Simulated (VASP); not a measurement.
Runs of VASP 6.6.1 on Ta2N. The structure is that of space group P-3m1 (No. 164), or close to it. The cells are those of the table. 

```csv
cell,gap on the mesh (eV),pressure (GPa),largest force (eV/Å)
"a = 3.165, b = 3.165, c = 4.562 Å, angles 90.0, 90.0, 120.0°, 3 atoms",none,1.4,0.57
"a = 2.897, b = 2.897, c = 5.447 Å, angles 90.0, 90.0, 120.0°, 3 atoms",none,4.5,1.05
"a = 3.250, b = 3.250, c = 4.328 Å, angles 90.0, 90.0, 120.0°, 3 atoms",none,(a),1.20
"a = 2.982, b = 2.982, c = 5.140 Å, angles 90.0, 90.0, 120.0°, 3 atoms",none,(b),0.72
"a = 3.121, b = 3.121, c = 4.694 Å, angles 90.0, 90.0, 120.0°, 3 atoms",none,0.9,0.26
```

Alike in all rows: task single point; level PBEsol; potentials or basis VASP PAW PBE potentials, release 64 (Ta_pv, N); no spin polarisation; k mesh 18 × 18 × 12; cutoff (eV) 520; smearing gaussian 0.15 eV.

Task: Fill in the values left out.

Result: (a) 3.3; (b) 1.5.

Caveats: the PAW data sets were made with another functional, which shifts forces and pressure a little; spin-orbit coupling is left out, which moves the levels of the heavy elements; the stress differs along the axes, from -6 to 15 GPa (at least some runs); the stress differs along the axes, from -20 to 17 GPa (at least some runs); the stress differs along the axes, from -12 to 33 GPa (at least some runs); the stress differs along the axes, from -11 to 8 GPa (at least some runs); the stress differs along the axes, from -2 to 7 GPa (at least some runs).

A k mesh can miss the band edges, and the runs leave out spin-orbit coupling on Ta.

A gap of «none» marks levels without a gap at the run's occupations.
